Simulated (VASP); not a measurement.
# CuAu (R-3m) in VASP: notebook, part 2 of 2

VASP 6.6.1.

## Step 3: Relaxation of cell and atoms, PBEsol

This run uses another cell than the first one, of 15.35 Å³/atom, 1.056 times its volume.

The input, INCAR:

```
PREC = Accurate
ENCUT = 600
EDIFF = 1E-6
ISMEAR = 0
SIGMA = 0.1
LREAL = F
LASPH = T
NELM = 60
ALGO = Normal
ISIF = 3
LWAVE = F
LCHARG = F
GGA = PS
IBRION = 2
NSW = 80
EDIFFG = -0.02
```

The input, KPOINTS:

```
Automatic mesh
0
Gamma
  8 8 8
```

The input, POSCAR:

```
CuAu
1.0
    4.5707260000      0.0000000000      0.0000000000
    3.6595303744      2.7384984217      0.0000000000
    3.6595303744      1.2176556475      2.4528938685
Cu Au
1 1
Direct
    0.5000000000      0.5000000000      0.5000000000
    0.0000000000      0.0000000000      0.0000000000
```

Potentials or basis: VASP PAW PBE potentials, release 64 (Cu, Au).

Launch:

```bash
> cat potpaw_PBE.64/Cu/POTCAR potpaw_PBE.64/Au/POTCAR > POTCAR
> mpirun -np 1 vasp_std > vasp.out
```

OUTCAR:

```text
PREC = Accurate
   ENCUT = 600
   EDIFF = 1E-6
   ISMEAR = 0
   LREAL = F
   LASPH = T
   NELM = 60
   ISIF = 3
   GGA = PS
   IBRION = 2
   NSW = 80
   EDIFFG = -0.02

 ion  position               nearest neighbor table
   1  0.500  0.500  0.500-   2 2.70   2 2.70   2 2.70   2 2.70   2 2.70   2 2.70
   2  0.000  0.000  0.000-   1 2.70   1 2.70   1 2.70   1 2.70   1 2.70   1 2.70

  LATTYP: Found a trigonal (rhomboedric) cell.
 ALAT       =     4.5707260000
 COS(alpha) =     0.8006453186

  Lattice vectors:

 A1 = (   4.5707260000,   0.0000000000,   0.0000000000)
 A2 = (   3.6595303744,   2.7384984217,   0.0000000000)
 A3 = (   3.6595303744,   1.2176556475,   2.4528938685)

Analysis of symmetry for initial positions (statically):
=====================================================================
 Subroutine PRICEL returns:
 Original cell was already a primitive cell.

 Routine SETGRP: Setting up the symmetry group for a
 trigonal (rhombohedral) supercell.

 Subroutine GETGRP returns: Found 12 space group operations
 (whereof 12 operations were pure point group operations)
 out of a pool of 12 trial point group operations.

The static configuration has the point symmetry D_3d.

Analysis of symmetry for dynamics (positions and initial velocities):
=====================================================================
 Subroutine PRICEL returns:
 Original cell was already a primitive cell.

 Routine SETGRP: Setting up the symmetry group for a
 trigonal (rhombohedral) supercell.

 Subroutine GETGRP returns: Found 12 space group operations
 (whereof 12 operations were pure point group operations)
 out of a pool of 12 trial point group operations.

The dynamic configuration has the point symmetry D_3d.

 Subroutine INISYM returns: Found 12 space group operations
 (whereof 12 operations are pure point group operations),
 and found     1 'primitive' translations

----------------------------------------------------------------------------------------

                                     Primitive cell

  volume of cell :      30.7027

  direct lattice vectors                    reciprocal lattice vectors
     4.570726000  0.000000000  0.000000000     0.218783624 -0.292366544 -0.181273047
     3.659530374  2.738498422  0.000000000     0.000000000  0.365163621 -0.181273047
     3.659530374  1.217655647  2.452893868     0.000000000  0.000000000  0.407681724

  length of vectors
     4.570726000  4.570726000  4.570726000     0.407681724  0.407681724  0.407681724

  position of ions in fractional coordinates (direct lattice)
     0.500000000  0.500000000  0.500000000
     0.000000000  0.000000000  0.000000000

  ion indices of the primitive-cell ions
   primitive index   ion index
                 1           1
                 2           2

----------------------------------------------------------------------------------------

 KPOINTS: Automatic mesh

Automatic generation of k-mesh.
 Grid dimensions read from file:
 generate k-points for:    8    8    8

 Generating k-lattice:

  Cartesian coordinates                     Fractional coordinates (reciprocal lattice)
     0.027347953 -0.036545818 -0.022659131     0.125000000 -0.000000000 -0.000000000
     0.000000000  0.045645453 -0.022659131     0.000000000  0.125000000  0.000000000
     0.000000000  0.000000000  0.050960215     0.000000000  0.000000000  0.125000000

  Length of vectors
[... 47 lines left out ...]
   ISTART =      0    job   : 0-new  1-cont  2-samecut
   ICHARG =      2    charge: 1-file 2-atom 10-const
   ISPIN  =      1    spin polarized calculation?
   LNONCOLLINEAR =      F non collinear calculations
   LSORBIT =      F    spin-orbit coupling
   LASPH  =      T    aspherical Exc in radial PAW
   ENCUT  =  600.0 eV  44.10 Ry    6.64 a.u.   9.13  9.13  9.13*2*pi/ulx,y,z
   NELM   =     60;   NELMIN=  2; NELMDL= -5     # of ELM steps
   EDIFF  = 0.1E-05   stopping-criterion for ELM
   LREAL  =      F    real-space projection
   EDIFFG = -.2E-01   stopping-criterion for IOM
   NSW    =     80    number of steps for IOM
   IBRION =      2    ionic relax: 0-MD 1-quasi-New 2-CG
   NFREE  =      1    steps in history (QN), initial steepest desc. (CG)
   ISIF   =      3    stress and relaxation
   ISYM   =      2    0-nonsym 1-usesym 2-fastsym
   POTIM  = 0.5000    time-step for ionic-motion
   TEBEG  =    0.0;   TEEND  =   0.0 temperature during run
   PSTRESS=    0.0 pullay stress
   NELECT =      22.0000    total number of electrons
   NUPDOWN=      -1.0000    fix difference up-down
   EMIN   =  10.00;   EMAX   =-10.00  energy-range for DOS
   EFERMI =   0.00;   METHOD = LEGACY
   ISMEAR =     0;   SIGMA  =   0.10  broadening in eV -4-tet -1-fermi 0-gaus
   EFERMI_NEDOS =   21; number of points for ismear=-14 and -15
   IALGO  =     38    algorithm
   IMIX   =      4    mixing-type and parameters
     AMIX     =   0.40;   BMIX     =  1.00
     AMIX_MAG =   1.60;   BMIX_MAG =  1.00
  volume/ion in A,a.u.               =      15.35       103.60
  Fermi-wavevector in a.u.,A,eV,Ry     =   1.464953  2.768359 29.199275  2.146086
  Thomas-Fermi vector in A             =   2.580867
   LORBIT       =      0    0 simple, 1 ext, 2 COOP (PROOUT), +10 PAW based schemes
   GGA     = PS    functional components
   LHFCALC =     F    Hartree Fock is set to
   AEXX    =    0.0000 exact exchange contribution
   IVDW    =     0    specifies the selected vdW correction
   LEPSILON=     F    determine dielectric tensor
   LRPA    =     F    only Hartree local field effects (RPA)
 conjugate gradient relaxation of ions
 non-spin polarized calculation
 Gauss-broadening in eV      SIGMA  =   0.10
  energy-cutoff  :      600.00
  volume of cell :       30.70
 maximum number of plane-waves:      1042
 NGX is ok and might be reduce to    40
   NGX = 19   NGY = 19   NGZ = 19

--------------------------------------- Ionic step        1  -------------------------------------------

 number of electron      21.9999997 magnetization

 Free energy of the ion-electron system (eV)
  ---------------------------------------------------
  ext. energy  EPLUGINS =         0.00000000
  ---------------------------------------------------
  free energy    TOTEN  =        -8.14144069 eV

  energy without entropy =       -8.13722382  energy(sigma->0) =       -8.13933226

------------------------ aborting loop because EDIFF is reached ----------------------------------------

  FORCE on cell =-STRESS in cart. coord.  units (eV):
  Direction    XX          YY          ZZ          XY          YZ          ZX
  --------------------------------------------------------------------------------------
  -------------------------------------------------------------------------------------
  Total       -1.6414445     -1.3895109     -1.3702035     -0.0942635     -0.0194468     -0.0584452
  in kB      -85.6565064    -72.5096964    -71.5021665     -4.9190080     -1.0148041     -3.0498824
  external PRESSURE =     -76.5561231 kB  Pullay stress =       0.0000000 kB
[... 167 lines left out ...]
--------------------------------------- Ionic step        6  -------------------------------------------

 number of electron      22.0000004 magnetization

 Free energy of the ion-electron system (eV)
  ---------------------------------------------------
  ext. energy  EPLUGINS =         0.00000000
  ---------------------------------------------------
  free energy    TOTEN  =        -8.18339075 eV

  energy without entropy =       -8.17955447  energy(sigma->0) =       -8.18147261

 E-fermi :   8.5058     XC(G=0): -12.8264

 val. band max:        8.4473888824   @ k =   0.0000   0.0000   0.0000
 cond. band min:       8.5739529287   @ k =  -0.3750   0.3750   0.1250
 fundamental gap:      0.1265640463
 Fermi energy:         8.5058081682

 k-point     1 :       0.0000    0.0000    0.0000
  band No.  band energies     occupation
      1      -1.3312      2.00000
      2       1.8330      2.00000
      3       3.6285      2.00000
      4       3.6285      2.00000
      5       4.6463      2.00000
      6       4.6463      2.00000
      7       5.7708      2.00000
      8       6.3259      2.00000
      9       6.3259      2.00000
     10       7.0220      2.00000
     11       7.0220      2.00000
     12       8.4474      1.59129
     13      13.6927      0.00000
     14      23.1096      0.00000
[... 401 lines left out ...]
      2       2.4890      2.00000
      3       3.4389      2.00000
      4       3.6905      2.00000
      5       4.7788      2.00000
      6       4.9090      2.00000
      7       5.2659      2.00000
      8       5.8153      2.00000
      9       6.2544      2.00000
     10       6.4022      2.00000
     11       6.5590      2.00000
     12       9.9204      0.00000
     13      16.9057      0.00000
     14      17.5187      0.00000
     15      23.2215      0.00000

 [... further k-points ...]
[... 5 lines left out ...]
  --------------------------------------------------------------------------------------
  -------------------------------------------------------------------------------------
  Total        0.0349390      0.0310601      0.0307628      0.0014513      0.0002994      0.0008999
  in kB        1.9248727      1.7111732      1.6947959      0.0799578      0.0164955      0.0495754
  external PRESSURE =       1.7769473 kB  Pullay stress =       0.0000000 kB
[... 17 lines left out ...]
  FREE ENERGIE OF THE ION-ELECTRON SYSTEM (eV)
  ---------------------------------------------------
  free  energy   TOTEN  =        -8.1833907542 eV

  energy  without entropy=       -8.1795544680  energy(sigma->0) =       -8.18147261

 reached required accuracy - stopping structural energy minimisation
```

Wall time 6.5 min (1 thread of Intel Xeon Platinum 8375C at 2.90GHz (Ice Lake), shared host); peak memory 0.28 GiB.

Results:

```yaml
Free_energy: -8.1834 eV
Relaxed_volume: 14.54 Å³/atom
Relaxed_cell: a = 4.465 Å, b = 4.465 Å, c = 4.465 Å, α = 37.14°, β = 37.14°, γ = 37.14°
Space_group_after_relaxing_to_0.05_Å: R-3m (No. 166)
Energy_gained_by_relaxing: 21.0 meV/atom
Ionic_steps: 6
Pressure_after_relaxing: 0.2 GPa
Band_gap_on_the_k_mesh: zero (band 11 reaches 10.30 eV, above the bottom of band 12 at 6.31 eV)
```

Step by step:
```
step  energy change (eV)  largest force (eV/Å)  pressure (GPa)  volume (Å³)
   1              0.0000                0.0000           -7.66        30.70
   2              0.0055                0.0000           10.48        27.56
   3             -0.0417                0.0000           -0.10        29.10
   4             -0.0417                0.0000            0.10        29.07
   5             -0.0419                0.0000            0.17        29.07
   6             -0.0420                0.0000            0.18        29.08
```

Final structure:
```
Cu Au
1.0
     4.46506   -0.01287   -0.00798
     3.56722    2.68550   -0.00798
     3.56722    1.18694    2.40897
Cu Au
1 1
Direct
  0.50000 0.50000 0.50000
  0.00000 0.00000 0.00000
```

Caveat: the PAW data sets were made with another functional, which shifts forces and pressure a little; spin-orbit coupling is left out, which moves the levels of the heavy elements.
